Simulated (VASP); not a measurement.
# Ge: single point with PBE

Ge:

```
Ge
1.0
     0.00000    2.16854    2.16854
     2.16854    0.00000    2.16854
     2.16854    2.16854    0.00000
Ge
1
Direct
  0.00000 0.00000 0.00000
```

```yaml
Program: VASP 6.6.1
Task: single point
Functional: PBE
Potentials_or_basis: VASP PAW PBE potentials, release 64 (Ge_d)
Cutoff: 520 eV
k_mesh: 44 × 44 × 44
Occupations: fermi-dirac, width 0.0612256 eV
Spin: no spin polarisation
```

```yaml
Pressure: -2.4 GPa
Band_gap_on_the_k_mesh: zero (band 7 reaches 14.25 eV, above the bottom of band 8 at 3.77 eV)
```

Levels at points of the mesh, in eV from the Fermi level:
| k point | band 4 | band 5 | band 6 | band 7 | band 8 | band 9 | band 10 | band 11 |
| --- | --- | --- | --- | --- | --- | --- | --- | --- |
| (0.00, 0.00, 0.00) | -24.74 | -24.74 | -12.61 | 8.19 | 8.19 | 8.19 | 13.51 | 13.51 |
| (0.50, 0.00, 0.00) | -24.70 | -24.70 | -7.81 | -5.15 | 6.31 | 6.31 | 11.34 | 12.27 |
| (0.50, 0.50, 0.00) | -24.69 | -24.69 | -5.73 | -3.98 | 2.44 | 2.44 | 6.12 | 6.57 |

It took 2 min on 1 thread of Intel(R) Xeon(R) 6975P-C (Granite Rapids), with other jobs on the host, peak memory 0.6 GiB.
